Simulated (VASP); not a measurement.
Wanted: the native input for a VASP 6.6.1 run.

```yaml
Task: single point
Functional: LDA
Potentials_or_basis: VASP PAW LDA potentials, release 64 (Mg, S)
Cutoff: 520 eV
k_mesh: 8 × 8 × 8
Occupations: fermi-dirac, width 0.02 eV
Spin: no spin polarisation
Dipole_correction: no
Further_INCAR_settings: ALGO = Normal; EDIFF = 1e-06; NBANDS = 11
```

The structure of MgS lies in POSCAR:

```
MgS
1.0
    0.0000000000      2.5645970029      2.5645970029
    2.5645970029      0.0000000000      2.5645970029
    2.5645970029      2.5645970029      0.0000000000
Mg S
1 1
Direct
    0.0000000000      0.0000000000      0.0000000000
    0.5000000000      0.5000000000      0.5000000000
```

These files were run (other wordings do the same):

INCAR

```
PREC = Accurate ; ENCUT = 520
EDIFF = 1E-6 ; ISMEAR = -1
SIGMA = 0.02 ; LREAL = F
LASPH = T ; NELM = 60
ALGO = Normal ; ISIF = 2
LWAVE = F ; LCHARG = T
GGA = CA ; LELF = T
LVHAR = T ; NBANDS = 11
```

KPOINTS

```
regular mesh
0
Gamma
  8 8 8
```

Potentials or basis: VASP PAW LDA potentials, release 64 (Mg, S).

Command:

```sh
$ cat potpaw_LDA.64/Mg/POTCAR potpaw_LDA.64/S/POTCAR > POTCAR
$ mpirun -np 1 vasp_std > vasp.out
```

It gave:

| Property | Result |
| --- | --- |
| Pressure | -0.6 GPa |
| Band gap on the k mesh | 2.65 eV, indirect (least direct gap 3.84 eV) |

It took 4.5 s on 1 thread of Intel(R) Xeon(R) 6975P-C (Granite Rapids) (shared host), peak memory 0.14 GiB.
